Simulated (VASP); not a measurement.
**Ge: single point with PBE**

The system is Ge.

```
Ge
1.0
     3.76812    0.14095    0.00000
    -1.76199    3.33375    0.00000
     0.00000    0.00000    6.74384
Ge
4
Direct
  0.71293 0.28707 0.05523
  0.28707 0.71293 0.55523
  0.68563 0.31437 0.44477
  0.31437 0.68563 0.94477
```

This cell differs from its parent crystal: strained and its atoms moved.

```json
{
  "Program": "VASP 6.6.1",
  "Task": "single point",
  "Functional": "PBE",
  "Potentials or basis": "VASP PAW PBE potentials, release 64 (Ge_d)",
  "Cutoff": "520 eV",
  "k mesh": "12 × 12 × 6",
  "Occupations": "gaussian, width 0.1 eV",
  "Spin": "no spin polarisation"
}
```

- Pressure: 11.1 GPa
- Largest force: 3.401 eV/Å
- Band gap on the k mesh: zero (bands 28 and 29 overlap by 1.77 eV)

Forces on the atoms (eV/Å):
```
Ge  -2.304  1.330  2.118
Ge   2.304 -1.330  2.118
Ge  -2.162  1.248 -2.118
Ge   2.162 -1.248 -2.118
```

Stress tensor (GPa, compression positive):
```
10.55 11.64  0.00
11.64 23.99  0.00
 0.00  0.00 -1.09
```

Levels at points of the mesh, in eV from the Fermi level:
| k point | band 25 | band 26 | band 27 | band 28 | band 29 | band 30 | band 31 | band 32 |
| --- | --- | --- | --- | --- | --- | --- | --- | --- |
| (0.00, 0.00, 0.00) | -1.65 | -0.12 | 0.18 | 0.20 | 0.53 | 1.75 | 1.96 | 2.03 |
| (0.50, 0.00, 0.00) | -4.24 | -3.15 | -2.30 | -0.99 | 0.77 | 2.02 | 3.36 | 4.02 |
| (0.50, 0.50, 0.00) | -4.96 | -4.18 | -2.99 | -1.44 | -0.79 | -0.18 | 2.22 | 3.10 |
| (0.00, 0.00, 0.50) | -2.26 | -2.26 | 0.83 | 0.83 | 0.91 | 0.91 | 2.75 | 2.75 |
| (0.50, 0.00, 0.50) | -2.57 | -2.57 | -1.71 | -1.71 | 0.41 | 0.41 | 1.77 | 1.77 |
| (0.50, 0.50, 0.50) | -3.67 | -3.67 | -3.12 | -3.12 | -0.11 | -0.11 | 2.10 | 2.10 |

Run time: 3.8 min on 1 thread of Intel(R) Xeon(R) Platinum 8559C (Emerald Rapids) (shared host), peak memory 0.46 GiB.

Caveat: the cell differs from its parent crystal (strained and its atoms moved); the stress differs along the axes, from -1 to 24 GPa; forces of over 1 eV/Å act on the atoms, so gaps and moduli don't describe the material at rest.
